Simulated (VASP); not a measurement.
Eu, 1 atom in the cell. The structure is cubic, space group Im-3m (No. 229). Conventional cell: a = 4.388 Å, b = 4.388 Å, c = 4.388 Å, α = 90.00°, β = 90.00°, γ = 90.00°. Within 5.0 Å of Eu (site symmetry m-3m) lie 14 Eu at 3.80 to 4.39 Å. 

```yaml
Program: VASP 6.6.1
Task: single point
Functional: PBE
Potentials_or_basis: VASP PAW PBE potentials, release 64 (Eu)
Cutoff: 520 eV
k_mesh: 8 × 8 × 8
Occupations: fermi-dirac, width 0.05 eV
Spin: collinear spin, ferromagnetic start
Starting_moments: "[7.02] μB"
Dipole_correction: no
Further_INCAR_settings: ALGO = Normal; EDIFF = 1e-06; NBANDS = 18
```

Potentials or basis: VASP PAW PBE potentials, release 64 (Eu).

The run is started by

```sh
$ cat potpaw_PBE.64/Eu/POTCAR > POTCAR
$ mpirun -np 1 vasp_std > vasp.out
```

Hardware: 1 thread of Intel(R) Xeon(R) 6975P-C (Granite Rapids), on a shared host.

Q: Estimate the wall time of this run.

A: It took 30 s on 1 thread of Intel(R) Xeon(R) 6975P-C (Granite Rapids), with other jobs on the host, peak memory 0.2 GiB. Counts: scf iterations 16, k points 29.
